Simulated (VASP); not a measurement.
# SiC (Moissanite 3C) (F-43m) in VASP: a series of runs, part 3 of 3

VASP 6.6.1.

### Step 6. Relaxation of cell and atoms, LDA

This run uses another cell than the first one, of 10.35 Å³/atom, 0.985 times its volume.

INCAR reads:

```
SYSTEM = SiC
PREC = Accurate ; ENCUT = 600
EDIFF = 1E-6 ; ISMEAR = 0
SIGMA = 0.01 ; LREAL = .False.
LASPH = .True. ; NELM = 60
ALGO = Normal ; ISIF = 3
LWAVE = .False. ; LCHARG = .False.
IBRION = 2 ; NSW = 80
EDIFFG = -0.01
```

KPOINTS reads:

```
regular mesh
0
Gamma
  8 8 8
  0 0 0
```

POSCAR reads:

```
SiC
1.0
    0.0000000000      2.1790000000      2.1790000000
    2.1790000000      0.0000000000      2.1790000000
    2.1790000000      2.1790000000      0.0000000000
Si C
1 1
Direct
    0.0000000000      0.0000000000      0.0000000000
    0.2500000000      0.2500000000      0.2500000000
```

Potentials or basis: VASP PAW LDA potentials, release 64 (Si, C).

Launch:

```sh
> cat potpaw_LDA.64/Si/POTCAR potpaw_LDA.64/C/POTCAR > POTCAR
> mpirun -np 1 vasp_std > vasp.out
```

OUTCAR:

```text
SYSTEM = SiC
   PREC = Accurate
   ENCUT = 600
   EDIFF = 1E-6
   ISMEAR = 0
   LREAL = .False.
   LASPH = .True.
   NELM = 60
   ISIF = 3
   IBRION = 2
   NSW = 80
   EDIFFG = -0.01

 ion  position               nearest neighbor table
   1  0.000  0.000  0.000-   2 1.89   2 1.89   2 1.89   2 1.89
   2  0.250  0.250  0.250-   1 1.89   1 1.89   1 1.89   1 1.89

  LATTYP: Found a face centered cubic cell.
 ALAT       =     4.3580000000

  Lattice vectors:

 A1 = (   0.0000000000,   2.1790000000,   2.1790000000)
 A2 = (   2.1790000000,   0.0000000000,   2.1790000000)
 A3 = (   2.1790000000,   2.1790000000,   0.0000000000)

Analysis of symmetry for initial positions (statically):
=====================================================================
 Subroutine PRICEL returns:
 Original cell was already a primitive cell.

 Routine SETGRP: Setting up the symmetry group for a
 face centered cubic supercell.

 Subroutine GETGRP returns: Found 24 space group operations
 (whereof 24 operations were pure point group operations)
 out of a pool of 48 trial point group operations.

The static configuration has the point symmetry T_d .

Analysis of symmetry for dynamics (positions and initial velocities):
=====================================================================
 Subroutine PRICEL returns:
 Original cell was already a primitive cell.

 Routine SETGRP: Setting up the symmetry group for a
 face centered cubic supercell.

 Subroutine GETGRP returns: Found 24 space group operations
 (whereof 24 operations were pure point group operations)
 out of a pool of 48 trial point group operations.

The dynamic configuration has the point symmetry T_d .

 Subroutine INISYM returns: Found 24 space group operations
 (whereof 24 operations are pure point group operations),
 and found     1 'primitive' translations

----------------------------------------------------------------------------------------

                                     Primitive cell

  volume of cell :      20.6920

  direct lattice vectors                    reciprocal lattice vectors
     0.000000000  2.179000000  2.179000000    -0.229463056  0.229463056  0.229463056
     2.179000000  0.000000000  2.179000000     0.229463056 -0.229463056  0.229463056
     2.179000000  2.179000000  0.000000000     0.229463056  0.229463056 -0.229463056

  length of vectors
     3.081571352  3.081571352  3.081571352     0.397441672  0.397441672  0.397441672

  position of ions in fractional coordinates (direct lattice)
     0.000000000  0.000000000  0.000000000
     0.250000000  0.250000000  0.250000000

  ion indices of the primitive-cell ions
   primitive index   ion index
                 1           1
                 2           2

----------------------------------------------------------------------------------------

 KPOINTS: regular mesh

[... 27 lines left out ...]
  0.375000  0.000000  0.000000      8.000000
  0.500000  0.000000  0.000000      4.000000
  0.125000  0.125000  0.000000      6.000000
[... 16 lines left out ...]
  0.500000  0.250000  0.125000     48.000000
 -0.375000  0.250000  0.125000     24.000000
 [... further k-points ...]
   k-points           NKPTS =     29   k-points in BZ     NKDIM =     29   number of bands    NBANDS=      8
   number of dos      NEDOS =    301   number of ions     NIONS =      2
   total plane-waves  NPLWV =  21952
   dimension x,y,z NGX =    28 NGY =   28 NGZ =   28
   dimension x,y,z NGXF=    56 NGYF=   56 NGZF=   56
   ions per type =               1   1
   NGX,Y,Z   is equivalent  to a cutoff of  15.11, 15.11, 15.11 a.u.
   NGXF,Y,Z  is equivalent  to a cutoff of  30.21, 30.21, 30.21 a.u.
 SYSTEM =  SiC
   PREC   = accura    normal or accurate (medium, high low for compatibility)
   ISTART =      0    job   : 0-new  1-cont  2-samecut
   ICHARG =      2    charge: 1-file 2-atom 10-const
   ISPIN  =      1    spin polarized calculation?
   LNONCOLLINEAR =      F non collinear calculations
   LSORBIT =      F    spin-orbit coupling
   LASPH  =      T    aspherical Exc in radial PAW
   ENCUT  =  600.0 eV  44.10 Ry    6.64 a.u.   6.15  6.15  6.15*2*pi/ulx,y,z
   NELM   =     60;   NELMIN=  2; NELMDL= -5     # of ELM steps
   EDIFF  = 0.1E-05   stopping-criterion for ELM
   LREAL  =      F    real-space projection
   EDIFFG = -.1E-01   stopping-criterion for IOM
   NSW    =     80    number of steps for IOM
   IBRION =      2    ionic relax: 0-MD 1-quasi-New 2-CG
   NFREE  =      1    steps in history (QN), initial steepest desc. (CG)
   ISIF   =      3    stress and relaxation
   ISYM   =      2    0-nonsym 1-usesym 2-fastsym
   POTIM  = 0.5000    time-step for ionic-motion
   TEBEG  =    0.0;   TEEND  =   0.0 temperature during run
   PSTRESS=    0.0 pullay stress
   NELECT =       8.0000    total number of electrons
   NUPDOWN=      -1.0000    fix difference up-down
   EMIN   =  10.00;   EMAX   =-10.00  energy-range for DOS
   EFERMI =   0.00;   METHOD = LEGACY
   ISMEAR =     0;   SIGMA  =   0.01  broadening in eV -4-tet -1-fermi 0-gaus
   EFERMI_NEDOS =   21; number of points for ismear=-14 and -15
   IALGO  =     38    algorithm
   IMIX   =      4    mixing-type and parameters
     AMIX     =   0.40;   BMIX     =  1.00
     AMIX_MAG =   1.60;   BMIX_MAG =  1.00
  volume/ion in A,a.u.               =      10.35        69.82
  Fermi-wavevector in a.u.,A,eV,Ry     =   1.192626  2.253736 19.352338  1.422357
  Thomas-Fermi vector in A             =   2.328660
   LORBIT       =      0    0 simple, 1 ext, 2 COOP (PROOUT), +10 PAW based schemes
   GGA     = CA    functional components
   LHFCALC =     F    Hartree Fock is set to
   AEXX    =    0.0000 exact exchange contribution
   IVDW    =     0    specifies the selected vdW correction
   LEPSILON=     F    determine dielectric tensor
   LRPA    =     F    only Hartree local field effects (RPA)
 conjugate gradient relaxation of ions
 non-spin polarized calculation
 Gauss-broadening in eV      SIGMA  =   0.01
  energy-cutoff  :      600.00
  volume of cell :       20.69
 maximum number of plane-waves:       701
 NGX is ok and might be reduce to    28
   NGX = 13   NGY = 13   NGZ = 13

--------------------------------------- Ionic step        1  -------------------------------------------

 number of electron       8.0000000 magnetization

 Free energy of the ion-electron system (eV)
  ---------------------------------------------------
  ext. energy  EPLUGINS =         0.00000000
  ---------------------------------------------------
  free energy    TOTEN  =       -16.63888022 eV

  energy without entropy =      -16.63888022  energy(sigma->0) =      -16.63888022

------------------------ aborting loop because EDIFF is reached ----------------------------------------

  FORCE on cell =-STRESS in cart. coord.  units (eV):
  Direction    XX          YY          ZZ          XY          YZ          ZX
  --------------------------------------------------------------------------------------
  -------------------------------------------------------------------------------------
  Total       -0.5393993     -0.5393993     -0.5393993      0.0000000      0.0000000      0.0000000
  in kB      -41.7656512    -41.7656512    -41.7656512      0.0000000      0.0000000      0.0000000
  external PRESSURE =     -41.7656512 kB  Pullay stress =       0.0000000 kB
[... 59 lines left out ...]
--------------------------------------- Ionic step        3  -------------------------------------------

 number of electron       8.0000000 magnetization

 Free energy of the ion-electron system (eV)
  ---------------------------------------------------
  ext. energy  EPLUGINS =         0.00000000
  ---------------------------------------------------
  free energy    TOTEN  =       -16.64403729 eV

  energy without entropy =      -16.64403729  energy(sigma->0) =      -16.64403729

 E-fermi :   8.3535     XC(G=0): -11.6369

 val. band max:        8.2784041137   @ k =   0.0000   0.0000   0.0000
 cond. band min:       9.5664606036   @ k =   0.5000   0.5000   0.0000
 fundamental gap:      1.2880564899
 Fermi energy:         8.3535231227

 k-point     1 :       0.0000    0.0000    0.0000
  band No.  band energies     occupation
      1      -7.1861      2.00000
      2       8.2784      2.00000
      3       8.2784      2.00000
      4       8.2784      2.00000
      5      14.7930      0.00000
      6      15.6013      0.00000
      7      15.6013      0.00000
      8      15.6013      0.00000
[... 243 lines left out ...]
 k-point    24 :      -0.3750    0.2500    0.1250
  band No.  band energies     occupation
      1      -2.8284      2.00000
      2       0.3488      2.00000
      3       4.5396      2.00000
      4       5.9817      2.00000
      5      13.4776      0.00000
      6      15.6054      0.00000
      7      18.4625      0.00000
      8      19.3025      0.00000

 [... further k-points ...]
[... 5 lines left out ...]
  --------------------------------------------------------------------------------------
  -------------------------------------------------------------------------------------
  Total       -0.0021557     -0.0021557     -0.0021557     -0.0000000     -0.0000000     -0.0000000
  in kB       -0.1701051     -0.1701051     -0.1701051     -0.0000000     -0.0000000     -0.0000000
  external PRESSURE =      -0.1701051 kB  Pullay stress =       0.0000000 kB
[... 17 lines left out ...]
  FREE ENERGIE OF THE ION-ELECTRON SYSTEM (eV)
  ---------------------------------------------------
  free  energy   TOTEN  =       -16.6440372875 eV

  energy  without entropy=      -16.6440372875  energy(sigma->0) =      -16.64403729

 reached required accuracy - stopping structural energy minimisation
```

OSZICAR:

```text
N       E                     dE             d eps       ncg     rms          rms(c)
DAV:   1     0.322479390353E+01    0.32248E+01   -0.43010E+03   488   0.931E+02
DAV:   2    -0.182769359178E+02   -0.21502E+02   -0.20025E+02   656   0.112E+02
DAV:   3    -0.186714602617E+02   -0.39452E+00   -0.39452E+00   512   0.184E+01
[... 19 lines left out ...]
DAV:   2    -0.166445677153E+02    0.21170E-02   -0.54551E-03   560   0.492E-01    0.190E-01
DAV:   3    -0.166441154518E+02    0.45226E-03   -0.68976E-04   536   0.187E-01    0.509E-02
DAV:   4    -0.166440393243E+02    0.76128E-04   -0.10804E-04   528   0.632E-02    0.180E-02
DAV:   5    -0.166440374279E+02    0.18963E-05   -0.23363E-06   576   0.131E-02    0.121E-02
DAV:   6    -0.166440372875E+02    0.14045E-06   -0.11059E-07   256   0.315E-03
   3 F= -.16644037E+02 E0= -.16644037E+02  d E =-.515707E-02
```

CONTCAR:

```text
SiC
   1.00000000000000
     0.0000000000000000    2.1652989560120433    2.1652989560120433
     2.1652989560120433    0.0000000000000000    2.1652989560120433
     2.1652989560120433    2.1652989560120433    0.0000000000000000
  Si              C
     1     1
Direct
     0.0000000000000000    0.0000000000000000    0.0000000000000000
     0.2500000000000000    0.2500000000000000    0.2500000000000000

  0.00000000E+00  0.00000000E+00  0.00000000E+00
  0.00000000E+00  0.00000000E+00  0.00000000E+00
```

Run time: 5.9 s. Hardware: 1 thread of Intel Xeon 6975P-C (Granite Rapids), shared host; peak memory 0.13 GiB.

Results:

```
Free energy                            : -16.6440 eV
Relaxed volume                         : 10.15 Å³/atom
Relaxed cell                           : a = 3.062 Å, b = 3.062 Å, c = 3.062 Å, α = 60.00°, β = 60.00°, γ = 60.00°
Space group after relaxing (to 0.05 Å) : F-43m (No. 216)
Energy gained by relaxing              : 2.6 meV/atom
Ionic steps                            : 3
Pressure after relaxing                : 0.0 GPa
Band gap on the k mesh                 : 1.29 eV, indirect (least direct gap 4.52 eV)
```

Step by step:
```csv
step,energy change (eV),largest force (eV/Å),pressure (GPa),volume (Å³)
1,0.0000,0.0000,-4.18,20.69
2,0.0009,0.0000,4.83,19.89
3,-0.0052,0.0000,-0.02,20.30
```

Final structure:
```
Si C
1.0
     0.00000    2.16530    2.16530
     2.16530    0.00000    2.16530
     2.16530    2.16530    0.00000
Si C
1 1
Direct
  0.00000 0.00000 0.00000
  0.25000 0.25000 0.25000
```

A k mesh can miss the band edges. LDA usually gives volumes a few per cent too small.

### Step 7. The runs side by side

| task | level | potentials or basis | cell | cutoff (eV) | gap on the mesh (eV) | pressure (GPa) | relaxed volume (Å³/atom) |
| --- | --- | --- | --- | --- | --- | --- | --- |
| single point | PBE | VASP PAW PBE potentials, release 64 (Si, C) | a = 3.097 Å, angles 60.0°, 2 atoms | 520 | 1.37 | 0.0 | - |
| single point | RPBE | VASP PAW PBE potentials, release 64 (Si, C) | a = 3.113 Å, angles 60.0°, 2 atoms | 520 | 1.39 | -0.5 | - |
| single point | LDA | VASP PAW LDA potentials, release 64 (Si, C) | a = 3.061 Å, angles 60.0°, 2 atoms | 520 | 1.29 | 0.4 | - |
| relaxation of cell and atoms | RPBE | VASP PAW PBE potentials, release 64 (Si, C) | relaxed from a = 3.082 Å, angles 60.0°, 2 atoms | 600 | 1.39 | 0.0 | 10.63 |
| relaxation of cell and atoms | LDA | VASP PAW LDA potentials, release 64 (Si, C) | relaxed from a = 3.082 Å, angles 60.0°, 2 atoms | 600 | 1.29 | 0.0 | 10.15 |

Alike in all rows: no spin polarisation; k mesh 8 × 8 × 8; smearing gaussian 0.01 eV.

Caveats: the PAW data sets were made with another functional, which shifts forces and pressure a little (some runs).

Absolute energies hang on the potentials; compare differences alone.

### Step 8. Comparison with measurements

Step 2. Measured gap of SiC: 2.4 eV (indirect; quoted in “Insight into the structural, elastic and electronic properties of a new orthorhombic 6O-SiC polytype”, 2020, pmc:7200658). This calculation gives 1.37 eV (-1.03 eV). The value is that of PBE on a finite k mesh, which can miss the band edges, without temperature or zero-point motion. Semilocal functionals fall short of measured gaps as a rule.

Step 3. Against the measured gap of SiC, 2.4 eV (indirect; quoted in “Insight into the structural, elastic and electronic properties of a new orthorhombic 6O-SiC polytype”, 2020, pmc:7200658), the calculated 1.39 eV is off by -1.01 eV. The value is that of RPBE on a finite k mesh, which can miss the band edges, without temperature or zero-point motion. Semilocal functionals fall short of measured gaps as a rule.

Step 4. Measured gap of SiC: 2.4 eV (indirect; quoted in “Insight into the structural, elastic and electronic properties of a new orthorhombic 6O-SiC polytype”, 2020, pmc:7200658). This calculation gives 1.29 eV (-1.11 eV). The value is that of LDA on a finite k mesh, which can miss the band edges, without temperature or zero-point motion. Semilocal functionals fall short of measured gaps as a rule.
